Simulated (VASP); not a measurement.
## La: relaxation of shape and atoms at fixed volume with PBE

The system is La.

```
CELL_PARAMETERS angstrom
-2.82565 2.82565 1.67434
2.82565 -2.82565 1.67434
2.82565 2.82565 -1.67434
ATOMIC_POSITIONS crystal
La 0.62500 0.87500 0.75000
La 0.37500 0.12500 0.25000
```

* Program: VASP 6.6.1
* Task: relaxation of shape and atoms at fixed volume
* Functional: PBE
* Potentials or basis: VASP PAW PBE potentials, release 64 (La)
* Cutoff: 600 eV
* k mesh: 13 × 13 × 13
* Occupations: fermi-dirac, width 0.08 eV
* Spin: no spin polarisation
* Dipole correction: no
* Further INCAR settings: ALGO = Normal; EDIFF = 1e-07; IBRION = 2; EDIFFG = -0.005; NSW = 50; ISIF = 4

* Energy gained by relaxing: 5.8 meV/atom
* Ionic steps: 3
* Pressure after relaxing: 13.3 GPa
* Band gap on the k mesh: zero (bands 11 and 12 overlap by 1.47 eV)

The path:
| step | energy change (eV) | largest force (eV/Å) | pressure (GPa) | volume (Å³) |
| --- | --- | --- | --- | --- |
| 1 | 0.0000 | 0.0000 | 13.27 | 53.47 |
| 2 | -0.0110 | 0.0000 | 13.29 | 53.47 |
| 3 | -0.0116 | 0.0000 | 13.32 | 53.47 |

Final structure:
```yaml
crystal:
  lattice:
    - [-2.79500, 2.79500, 1.71127]
    - [2.79500, -2.79500, 1.71127]
    - [2.79500, 2.79500, -1.71127]
  atoms:
    - { symbol: La, position: [0.62500, 0.87500, 0.75000] }
    - { symbol: La, position: [0.37500, 0.12500, 0.25000] }
```

Levels at points of the mesh, in eV from the Fermi level:
| k point | band 9 | band 10 | band 11 | band 12 | band 13 | band 14 |
| --- | --- | --- | --- | --- | --- | --- |
| (0.00, 0.00, 0.00) | -3.53 | -2.41 | -0.62 | -0.40 | 0.75 | 1.24 |

Wall time 5.7 min on 1 thread of Intel(R) Xeon(R) Platinum 8488C (Sapphire Rapids), on a shared host, peak memory 0.37 GiB.

Caveat: spin-orbit coupling is left out, which moves the levels of the heavy elements.
